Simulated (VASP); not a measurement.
A run of VASP 6.6.1:

Contents of INCAR:

```
SYSTEM = SnO
  PREC = Accurate
  ENCUT = 520
  EDIFF = 1E-6
  ISMEAR = 0
  SIGMA = 0.05
  LREAL = .FALSE.
  LASPH = .TRUE.
  NELM = 60
  ALGO = Normal
  ISIF = 2
  LWAVE = .FALSE.
  LCHARG = .FALSE.
  LDIPOL = .TRUE.
  IDIPOL = 3
  DIPOL = 0.5 0.5 0.404
  GGA = PE
  IVDW = 12
  NBANDS = 50
```

The input KPOINTS:

```
Automatic mesh
0
G
  7 7 1
  0 0 0
```

Contents of POSCAR:

```
SnO
1.0
    3.8205591572     -0.0000144285      0.0000000000
    0.0000145032      3.8205591572      0.0000000000
    0.0000000000      0.0000000000     22.2281056610
Sn O
4 4
Direct
    0.7499972356      0.2500027644      0.2024464014
    0.2499972356      0.7500027644      0.3088006209
    0.2499972356      1.1250027644      0.5000000000
    0.7499972356      0.6250027644      0.6063542196
    0.2499972356      0.2500027644      0.2556235111
    0.7499972356      0.7500027644      0.2556235111
    0.7499972356      1.1250027644      0.5531771098
    0.2499972356      0.6250027644      0.5531771098
```

Potentials or basis: VASP PAW PBE potentials, release 64 (Sn_d, O).

Run with:

```sh
$ cat potpaw_PBE.64/Sn_d/POTCAR potpaw_PBE.64/O/POTCAR > POTCAR
$ mpirun -np 1 vasp_std > vasp.out
```

Hardware: 1 thread of Intel(R) Xeon(R) Platinum 8488C (Sapphire Rapids), with other jobs on the host.

Task: How long does it take, and how much memory?

Result: Wall time 4.6 min on 1 thread of Intel(R) Xeon(R) Platinum 8488C (Sapphire Rapids), on a shared host, peak memory 0.43 GiB. Counts: scf iterations 22, k points 16.
